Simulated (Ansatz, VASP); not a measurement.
## HfO2 in VASP and in Ansatz

```
Hf O
1.0
     5.11500    0.00000    0.00000
     0.00000   -5.11500    0.00000
     0.00000    0.00000   -5.11500
Hf O
4 8
Direct
  0.97235 0.47235 0.50000
  0.50000 0.00000 0.50000
  0.50000 0.50000 0.00000
  0.00000 0.00000 0.00000
  0.25000 0.25000 0.25000
  0.75000 0.75000 0.25000
  0.75000 0.25000 0.75000
  0.25000 0.75000 0.75000
  0.75000 0.75000 0.75000
  0.25000 0.25000 0.75000
  0.25000 0.75000 0.25000
  0.75000 0.25000 0.25000
```

Alike in both runs: task single point; functional PBE; k mesh 6 × 6 × 6; occupations gaussian, width 0.05 eV; no spin polarisation.

|  | VASP | Ansatz |
| --- | --- | --- |
| version | VASP 6.6.1 | Ansatz 0.2.0 |
| potentials or method | VASP PAW PBE potentials, release 64 (Hf_pv, O), cutoff 520 eV | scalar-relativistic, plane waves, PAW |
| valence electrons in the cell | 88 | 152 |

|  | VASP | Ansatz | Ansatz less VASP |
| --- | --- | --- | --- |
| gap on the k mesh at the Fermi level (eV) | 3.45 | 3.46 | +0.012 |
| least direct gap on the mesh (eV) | 3.45 | 3.46 | +0.012 |
| pressure (GPa) | -4.8 | -1.3 | +3.51 |
| traceless stress, the component that is largest in VASP (GPa) | -1.22 | -1.22 | -0.005 |
| rms of the force components (eV/Å) | 0.723 | 0.732 | +0.0094 |

Atom by atom the forces differ by 0.018 eV/Å (rms over components). VASP's potentials hold 88 valence electrons a cell and Ansatz's 152, so a difference there can come from the potentials and not from the codes.

Neither program's run includes spin-orbit coupling.
